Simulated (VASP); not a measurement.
# HfZnS3 (Pm-3m) in VASP: notebook

HfZnS3 is run at these levels: PBEsol; tasks: single point, relaxation of cell and atoms.

Program: VASP 6.6.1. These are calculated values, not measurements. Logs are shortened: lines on timing, memory, paths and dates and some standing lists are left out, and cuts for length are marked.

## (1) The cell of the first run

It takes space group Pm-3m (No. 221, cubic). Conventional cell: a = 4.883 Å, b = 4.883 Å, c = 4.883 Å, α = 90.00°, β = 90.00°, γ = 90.00°. Zn (site symmetry m-3m) has 12 S at 3.45 Å and 8 Hf at 4.23 Å within 4.5 Å. Within 3.2 Å of Hf (site symmetry m-3m) lie 6 S at 2.44 Å. Within 3.2 Å of S (site symmetry 4/mmm) lie 2 Hf at 2.44 Å.

## (2) Single point, PBEsol

INCAR

```
PREC = Accurate
ENCUT = 520
EDIFF = 1E-6
ISMEAR = -1
SIGMA = 0.03
LREAL = False
LASPH = True
NELM = 100
ALGO = Normal
ISIF = 2
LWAVE = False
LCHARG = False
GGA = PS
NBANDS = 28
```

KPOINTS

```
Automatic mesh
0
Gamma
  4 4 4
```

POSCAR

```
HfZnS3
1.0
    4.8831429137      0.0000000000      0.0000000000
    0.0000000000      4.8831429137      0.0000000000
    0.0000000000      0.0000000000      4.8831429137
Zn Hf S
1 1 3
Direct
    0.0000000000      0.0000000000      0.0000000000
    0.5000000000      0.5000000000      0.5000000000
    0.5000000000      0.5000000000      0.0000000000
    0.5000000000      0.0000000000      0.5000000000
    0.0000000000      0.5000000000      0.5000000000
```

Potentials or basis: VASP PAW PBE potentials, release 64 (Zn, Hf_pv, S).

The run is started by

```
> cat potpaw_PBE.64/Zn/POTCAR potpaw_PBE.64/Hf_pv/POTCAR potpaw_PBE.64/S/POTCAR > POTCAR
> mpirun -np 1 vasp_std > vasp.out
```

OUTCAR:

```text
PREC = Accurate
   ENCUT = 520
   EDIFF = 1E-6
   ISMEAR = -1
   LREAL = False
   LASPH = True
   NELM = 100
   ISIF = 2
   GGA = PS

 ion  position               nearest neighbor table
   1  0.000  0.000  0.000-
   2  0.500  0.500  0.500-   3 2.44   4 2.44   5 2.44   3 2.44   4 2.44   5 2.44
   3  0.500  0.500  0.000-   2 2.44   2 2.44
   4  0.500  0.000  0.500-   2 2.44   2 2.44
   5  0.000  0.500  0.500-   2 2.44   2 2.44

  LATTYP: Found a simple cubic cell.
 ALAT       =     4.8831429137

  Lattice vectors:

 A1 = (   4.8831429137,   0.0000000000,   0.0000000000)
 A2 = (   0.0000000000,   4.8831429137,   0.0000000000)
 A3 = (   0.0000000000,   0.0000000000,   4.8831429137)

Analysis of symmetry for initial positions (statically):
=====================================================================
 Subroutine PRICEL returns:
 Original cell was already a primitive cell.

 Routine SETGRP: Setting up the symmetry group for a
 simple cubic supercell.

 Subroutine GETGRP returns: Found 48 space group operations
 (whereof 48 operations were pure point group operations)
 out of a pool of 48 trial point group operations.

The static configuration has the point symmetry O_h .

Analysis of symmetry for dynamics (positions and initial velocities):
=====================================================================
 Subroutine PRICEL returns:
 Original cell was already a primitive cell.

 Routine SETGRP: Setting up the symmetry group for a
 simple cubic supercell.

 Subroutine GETGRP returns: Found 48 space group operations
 (whereof 48 operations were pure point group operations)
 out of a pool of 48 trial point group operations.

The dynamic configuration has the point symmetry O_h .

 Subroutine INISYM returns: Found 48 space group operations
 (whereof 48 operations are pure point group operations),
 and found     1 'primitive' translations

----------------------------------------------------------------------------------------

                                     Primitive cell

  volume of cell :     116.4390

  direct lattice vectors                    reciprocal lattice vectors
     4.883142914  0.000000000  0.000000000     0.204786142  0.000000000  0.000000000
     0.000000000  4.883142914  0.000000000     0.000000000  0.204786142  0.000000000
     0.000000000  0.000000000  4.883142914     0.000000000  0.000000000  0.204786142

  length of vectors
     4.883142914  4.883142914  4.883142914     0.204786142  0.204786142  0.204786142

  position of ions in fractional coordinates (direct lattice)
     0.000000000  0.000000000  0.000000000
     0.500000000  0.500000000  0.500000000
     0.500000000  0.500000000  0.000000000
     0.500000000  0.000000000  0.500000000
     0.000000000  0.500000000  0.500000000

  ion indices of the primitive-cell ions
   primitive index   ion index
                 1           1
                 2           2
                 3           3
                 4           4
                 5           5

----------------------------------------------------------------------------------------

 KPOINTS: Automatic mesh

Automatic generation of k-mesh.
 Grid dimensions read from file:
 generate k-points for:    4    4    4

 Generating k-lattice:

  Cartesian coordinates                     Fractional coordinates (reciprocal lattice)
     0.051196536  0.000000000  0.000000000     0.250000000  0.000000000  0.000000000
     0.000000000  0.051196536  0.000000000     0.000000000  0.250000000  0.000000000
     0.000000000  0.000000000  0.051196536     0.000000000  0.000000000  0.250000000

  Length of vectors
     0.051196536  0.051196536  0.051196536

  Shift w.r.t. Gamma in fractional coordinates (k-lattice)
     0.000000000  0.000000000  0.000000000

 Subroutine IBZKPT returns following result:
 ===========================================

 Found     10 irreducible k-points:

 Following reciprocal coordinates:
            Coordinates               Weight
  0.000000  0.000000  0.000000      1.000000
  0.250000  0.000000  0.000000      6.000000
  0.500000  0.000000  0.000000      3.000000
  0.250000  0.250000  0.000000     12.000000
  0.500000  0.250000  0.000000     12.000000
  0.500000  0.500000  0.000000      3.000000
  0.250000  0.250000  0.250000      8.000000
  0.500000  0.250000  0.250000     12.000000
  0.500000  0.500000  0.250000      6.000000
  0.500000  0.500000  0.500000      1.000000
   k-points           NKPTS =     10   k-points in BZ     NKDIM =     10   number of bands    NBANDS=     28
   number of dos      NEDOS =    301   number of ions     NIONS =      5
   total plane-waves  NPLWV =  46656
   dimension x,y,z NGX =    36 NGY =   36 NGZ =   36
   dimension x,y,z NGXF=    72 NGYF=   72 NGZF=   72
   ions per type =               1   1   3
   NGX,Y,Z   is equivalent  to a cutoff of  12.26, 12.26, 12.26 a.u.
   NGXF,Y,Z  is equivalent  to a cutoff of  24.51, 24.51, 24.51 a.u.
 SYSTEM =  unknown system
   PREC   = accura    normal or accurate (medium, high low for compatibility)
   ISTART =      0    job   : 0-new  1-cont  2-samecut
   ICHARG =      2    charge: 1-file 2-atom 10-const
   ISPIN  =      1    spin polarized calculation?
   LNONCOLLINEAR =      F non collinear calculations
   LSORBIT =      F    spin-orbit coupling
   LASPH  =      T    aspherical Exc in radial PAW
   ENCUT  =  520.0 eV  38.22 Ry    6.18 a.u.   9.08  9.08  9.08*2*pi/ulx,y,z
   NELM   =    100;   NELMIN=  2; NELMDL= -5     # of ELM steps
   EDIFF  = 0.1E-05   stopping-criterion for ELM
   LREAL  =      F    real-space projection
   EDIFFG = 0.1E-04   stopping-criterion for IOM
   NSW    =      0    number of steps for IOM
   IBRION =     -1    ionic relax: 0-MD 1-quasi-New 2-CG
   NFREE  =      0    steps in history (QN), initial steepest desc. (CG)
   ISIF   =      2    stress and relaxation
   ISYM   =      2    0-nonsym 1-usesym 2-fastsym
   POTIM  = 0.5000    time-step for ionic-motion
   TEBEG  =    0.0;   TEEND  =   0.0 temperature during run
   PSTRESS=    0.0 pullay stress
   NELECT =      40.0000    total number of electrons
   NUPDOWN=      -1.0000    fix difference up-down
   EMIN   =  10.00;   EMAX   =-10.00  energy-range for DOS
   EFERMI =   0.00;   METHOD = LEGACY
   ISMEAR =    -1;   SIGMA  =   0.03  broadening in eV -4-tet -1-fermi 0-gaus
   EFERMI_NEDOS =   21; number of points for ismear=-14 and -15
   IALGO  =     38    algorithm
   IMIX   =      4    mixing-type and parameters
     AMIX     =   0.40;   BMIX     =  1.00
     AMIX_MAG =   1.60;   BMIX_MAG =  1.00
  volume/ion in A,a.u.               =      23.29       157.15
  Fermi-wavevector in a.u.,A,eV,Ry     =   1.146556  2.166677 17.886102  1.314591
  Thomas-Fermi vector in A             =   2.283240
   LORBIT       =      0    0 simple, 1 ext, 2 COOP (PROOUT), +10 PAW based schemes
   GGA     = PS    functional components
   LHFCALC =     F    Hartree Fock is set to
   AEXX    =    0.0000 exact exchange contribution
   IVDW    =     0    specifies the selected vdW correction
   LEPSILON=     F    determine dielectric tensor
   LRPA    =     F    only Hartree local field effects (RPA)
 non-spin polarized calculation
  energy-cutoff  :      520.00
  volume of cell :      116.44
 maximum number of plane-waves:      3178
   NGX = 19   NGY = 19   NGZ = 19

 number of electron      39.9999997 magnetization

 Free energy of the ion-electron system (eV)
  ---------------------------------------------------
  ext. energy  EPLUGINS =         0.00000000
  ---------------------------------------------------
  free energy    TOTEN  =       -27.17746451 eV

  energy without entropy =      -27.15555897  energy(sigma->0) =      -27.16651174

 E-fermi :   2.1030     XC(G=0):  -9.5730

 val. band max:        2.0725096880   @ k =   0.2500   0.2500   0.2500
 cond. band min:       2.1117241777   @ k =   0.5000   0.2500   0.2500
 fundamental gap:      0.0392144897
 Fermi energy:         2.1029630891

 k-point     1 :       0.0000    0.0000    0.0000
  band No.  band energies     occupation
      1     -28.1540      2.00000
      2     -28.1540      2.00000
      3     -28.1540      2.00000
      4     -10.6727      2.00000
      5      -9.3167      2.00000
      6      -9.3167      2.00000
[... 20 lines left out ...]
     27       7.8484      0.00000
     28       8.6297      0.00000

 k-point     2 :       0.2500    0.0000    0.0000
  band No.  band energies     occupation
      1     -28.1620      2.00000
      2     -28.1538      2.00000
      3     -28.1538      2.00000
      4     -10.4658      2.00000
      5      -9.3034      2.00000
      6      -9.2635      2.00000
[... 20 lines left out ...]
     27       7.3970      0.00000
     28       8.0294      0.00000

 k-point     3 :       0.5000    0.0000    0.0000
  band No.  band energies     occupation
      1     -28.1699      2.00000
      2     -28.1536      2.00000
      3     -28.1536      2.00000
      4     -10.2449      2.00000
      5      -9.2900      2.00000
      6      -9.1993      2.00000
[... 20 lines left out ...]
     27       7.2847      0.00000
     28       7.5103      0.00000

 k-point     4 :       0.2500    0.2500    0.0000
  band No.  band energies     occupation
      1     -28.1618      2.00000
      2     -28.1618      2.00000
      3     -28.1536      2.00000
      4     -10.2456      2.00000
      5      -9.2633      2.00000
      6      -9.2314      2.00000
[... 20 lines left out ...]
     27       7.2534      0.00000
     28       7.5361      0.00000

 k-point     5 :       0.5000    0.2500    0.0000
  band No.  band energies     occupation
      1     -28.1697      2.00000
      2     -28.1616      2.00000
      3     -28.1534      2.00000
      4     -10.0140      2.00000
      5      -9.2345      2.00000
      6      -9.1681      2.00000
[... 20 lines left out ...]
     27       6.7454      0.00000
     28       7.5330      0.00000

 k-point     6 :       0.5000    0.5000    0.0000
  band No.  band energies     occupation
      1     -28.1695      2.00000
      2     -28.1695      2.00000
      3     -28.1533      2.00000
      4      -9.7862      2.00000
      5      -9.1359      2.00000
      6      -9.1359      2.00000
[... 20 lines left out ...]
     27       7.5006      0.00000
     28       7.5006      0.00000

 k-point     7 :       0.2500    0.2500    0.2500
  band No.  band energies     occupation
      1     -28.1616      2.00000
      2     -28.1616      2.00000
      3     -28.1616      2.00000
      4     -10.0015      2.00000
      5      -9.2142      2.00000
      6      -9.2142      2.00000
[... 20 lines left out ...]
     27       7.9288      0.00000
     28       8.8299      0.00000

 k-point     8 :       0.5000    0.2500    0.2500
  band No.  band energies     occupation
      1     -28.1695      2.00000
      2     -28.1614      2.00000
      3     -28.1614      2.00000
      4      -9.7433      2.00000
      5      -9.1968      2.00000
      6      -9.1415      2.00000
[... 20 lines left out ...]
     27       8.1816      0.00000
     28       8.5518      0.00000

 k-point     9 :       0.5000    0.5000    0.2500
  band No.  band energies     occupation
      1     -28.1693      2.00000
      2     -28.1693      2.00000
      3     -28.1612      2.00000
      4      -9.4696      2.00000
      5      -9.1142      2.00000
      6      -9.1142      2.00000
[... 20 lines left out ...]
     27       8.3917      0.00000
     28       8.6079      0.00000

 k-point    10 :       0.5000    0.5000    0.5000
  band No.  band energies     occupation
      1     -28.1691      2.00000
      2     -28.1691      2.00000
      3     -28.1691      2.00000
      4      -9.0921      2.00000
      5      -9.0921      2.00000
      6      -9.0921      2.00000
[... 20 lines left out ...]
     27       9.1223      0.00000
     28       9.2283      0.00000

------------------------ aborting loop because EDIFF is reached ----------------------------------------

  FORCE on cell =-STRESS in cart. coord.  units (eV):
  Direction    XX          YY          ZZ          XY          YZ          ZX
  --------------------------------------------------------------------------------------
  -------------------------------------------------------------------------------------
  Total       -0.1965060     -0.1965060     -0.1965060      0.0000000     -0.0000000      0.0000000
  in kB       -2.7038842     -2.7038842     -2.7038842      0.0000000     -0.0000000      0.0000000
  external PRESSURE =      -2.7038842 kB  Pullay stress =       0.0000000 kB

 VOLUME and BASIS-vectors are now :
 -----------------------------------------------------------------------------
  energy-cutoff  :      520.00
  volume of cell :      116.44
      direct lattice vectors                 reciprocal lattice vectors
     4.883142914  0.000000000  0.000000000     0.204786142  0.000000000  0.000000000
     0.000000000  4.883142914  0.000000000     0.000000000  0.204786142  0.000000000
     0.000000000  0.000000000  4.883142914     0.000000000  0.000000000  0.204786142

 POSITION                                       TOTAL-FORCE (eV/Angst)
 -----------------------------------------------------------------------------------
      0.00000      0.00000      0.00000         0.000000      0.000000      0.000000
      2.44157      2.44157      2.44157         0.000000      0.000000      0.000000
      2.44157      2.44157      0.00000         0.000000      0.000000      0.000000
      2.44157      0.00000      2.44157         0.000000      0.000000      0.000000
      0.00000      2.44157      2.44157         0.000000      0.000000      0.000000
 -----------------------------------------------------------------------------------
    total drift:                                0.000000      0.000000      0.000000

  FREE ENERGIE OF THE ION-ELECTRON SYSTEM (eV)
  ---------------------------------------------------
  free  energy   TOTEN  =       -27.1774645104 eV

  energy  without entropy=      -27.1555589722  energy(sigma->0) =      -27.16651174
```

Wall time 14 s (1 thread of Intel Xeon 6975P-C (Granite Rapids), shared host); peak memory 0.22 GiB.

What came out:

```yaml
Free_energy: -27.1775 eV
Pressure: -0.3 GPa
Band_gap_on_the_k_mesh: zero (bands 20 and 21 overlap by 0.71 eV)
```

Caveat: the PAW data sets were made with another functional, which shifts forces and pressure a little; spin-orbit coupling is left out, which moves the levels of the heavy elements.

## (3) Relaxation of cell and atoms, PBEsol

This run uses another cell than the first one, of 34.62 Å³/atom.

INCAR

```
SYSTEM = HfZnS3
ALGO = Normal ; EDIFF = 1E-6
EDIFFG = -0.01 ; ENCUT = 600
GGA = PS ; IBRION = 2
ISIF = 3 ; ISMEAR = -1
LASPH = .True. ; LCHARG = .False.
LREAL = .False. ; LWAVE = .False.
NELM = 60 ; NSW = 100
PREC = Accurate ; SIGMA = 0.03
```

KPOINTS

```
k-points
0
Gamma
  4 4 4
  0 0 0
```

Changes to POSCAR since step 2:

```diff
@@ -2,5 +2,5 @@
 1.0
-    4.8831429137      0.0000000000      0.0000000000
-    0.0000000000      4.8831429137      0.0000000000
-    0.0000000000      0.0000000000      4.8831429137
+    5.5731078400      0.0000000000      0.0000000000
+    0.0000000000      5.5731078400      0.0000000000
+    0.0000000000      0.0000000000      5.5731078400
 Zn Hf S
```

Potentials or basis: VASP PAW PBE potentials, release 64 (Zn, Hf_pv, S).

The run is started by

```
> cat potpaw_PBE.64/Zn/POTCAR potpaw_PBE.64/Hf_pv/POTCAR potpaw_PBE.64/S/POTCAR > POTCAR
> mpirun -np 1 vasp_std > vasp.out
```

Wall time 1.8 min (1 thread of Intel Xeon 6975P-C (Granite Rapids), shared host); peak memory 0.37 GiB.

It converged, with:

| Item | Value |
| --- | --- |
| Free energy | -27.1816 eV |
| Relaxed volume | 23.20 Å³/atom |
| Relaxed cell | a = 4.877 Å, b = 4.877 Å, c = 4.877 Å, α = 90.00°, β = 90.00°, γ = 90.00° |
| Space group after relaxing (to 0.1 Å) | Pm-3m (No. 221) |
| Energy gained by relaxing | 647.4 meV/atom |
| Ionic steps | 3 |
| Pressure after relaxing | 0.1 GPa |
| Band gap on the k mesh | zero (bands 20 and 21 overlap by 0.71 eV) |

The path:
```
step  energy change (eV)  largest force (eV/Å)  pressure (GPa)  volume (Å³)
   1              0.0000                0.0000          -12.54       173.10
   2             -3.2249                0.0000            1.66       113.69
   3             -3.2371                0.0000            0.05       116.00
```

Final structure:
```cif
data_structure
_symmetry_space_group_name_H-M 'P 1'
_symmetry_Int_Tables_number 1
_cell_length_a 4.8770
_cell_length_b 4.8770
_cell_length_c 4.8770
_cell_angle_alpha 90.000
_cell_angle_beta 90.000
_cell_angle_gamma 90.000
_cell_volume 116.00
loop_
_atom_site_label
_atom_site_type_symbol
_atom_site_fract_x
_atom_site_fract_y
_atom_site_fract_z
_atom_site_occupancy
Zn1 Zn 0.00000 0.00000 0.00000 1
Hf1 Hf 0.50000 0.50000 0.50000 1
S1 S 0.50000 0.50000 0.00000 1
S2 S 0.50000 0.00000 0.50000 1
S3 S 0.00000 0.50000 0.50000 1
```

Levels at points of the mesh, in eV from the Fermi level:
```
           k point  band 17  band 18  band 19  band 20  band 21  band 22  band 23  band 24
(0.00, 0.00, 0.00)    -0.71    -0.71    -0.14    -0.14    -0.14     1.27     1.27     1.27
(0.50, 0.00, 0.00)    -2.33    -1.11    -0.23    -0.23     1.07     1.34     3.42     4.07
(0.50, 0.50, 0.00)    -1.76    -1.75    -1.75     0.10     0.56     4.01     4.11     4.11
(0.50, 0.50, 0.50)    -3.62    -1.49     0.57     0.57     0.57     4.47     4.47     4.47
```

Caveat: the volume moved by over 15 % at a fixed basis, so the end points are rough; the PAW data sets were made with another functional, which shifts forces and pressure a little; spin-orbit coupling is left out, which moves the levels of the heavy elements.

The gap in the log of VASP goes by the Fermi energy; the results here count the filled bands.